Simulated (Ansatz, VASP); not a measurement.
## CaO in VASP and in Ansatz

```
Ca O
1.0
     0.00000    2.43505    2.43505
     2.43505    0.00000    2.43505
     2.43505    2.43505    0.00000
Ca O
1 1
Direct
  0.50000 0.50000 0.50000
  0.00000 0.00000 0.00000
```

Alike in both runs: task single point; functional BLYP; k mesh 8 × 8 × 8; occupations gaussian, width 0.05 eV; no spin polarisation.

```csv
,VASP,Ansatz
version,VASP 6.6.1,Ansatz 0.2.0
potentials or method,"VASP PAW PBE potentials, release 64 (Ca_sv, O), cutoff 520 eV","scalar-relativistic, plane waves, PAW"
valence electrons in the cell,16,16
```

Ansatz gave:

```
gap on the k mesh at the Fermi level (eV) : 3.75
least direct gap on the mesh (eV)         : 4.13
pressure (GPa)                            : 0.0
```

Q: Estimate VASP's values.

A: gap on the k mesh at the Fermi level (eV): 3.73; least direct gap on the mesh (eV): 4.11; pressure (GPa): 0.5.

VASP's potentials were made for PBE, not for BLYP. The functional is the same, so the differences come from potentials, cutoffs and numerics.
